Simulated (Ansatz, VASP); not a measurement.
# One calculation of O, two programs

```
CELL_PARAMETERS angstrom
15.00000 0.00000 0.00000
0.00000 15.50000 0.00000
0.00000 0.00000 16.00000
ATOMIC_POSITIONS crystal
O 0.46545 0.49901 0.48002
O 0.53455 0.50099 0.51998
```

Alike in both runs: functional PBE; dispersion D3(BJ); k mesh 1 × 1 × 1; occupations gaussian, width 0.005 eV; collinear spin.

Ansatz relaxed the structure, and its values are those at the end. VASP's run is a single point on that final structure, the one shown.

|  | VASP | Ansatz |
| --- | --- | --- |
| version | VASP 6.6.1 | Ansatz 0.2.0 |
| potentials or method | VASP PAW PBE potentials, release 64 (O), cutoff 520 eV | scalar-relativistic, plane waves, PAW |
| valence electrons in the cell | 12 | 12 |

|  | VASP | Ansatz | Ansatz less VASP |
| --- | --- | --- | --- |
| gap on the k mesh at the Fermi level (eV) | 2.31 | 2.29 | -0.020 |
| rms of the force components (eV/Å) | 0.661 | 0.000 | -0.6611 |
| net moment per atom (μB) | 1.00 | 1.00 | 0.000 |
| size of the moment on the site where the two differ most (μB) | 0.81 | 0.56 | -0.252 |

Site moments also hang on the region over which each program counts them. One of these differences is far larger than is usual between the two programs; its cause wasn't traced.

Noted on VASP's run: the standard files for N, O and F lose accuracy on very short bonds.
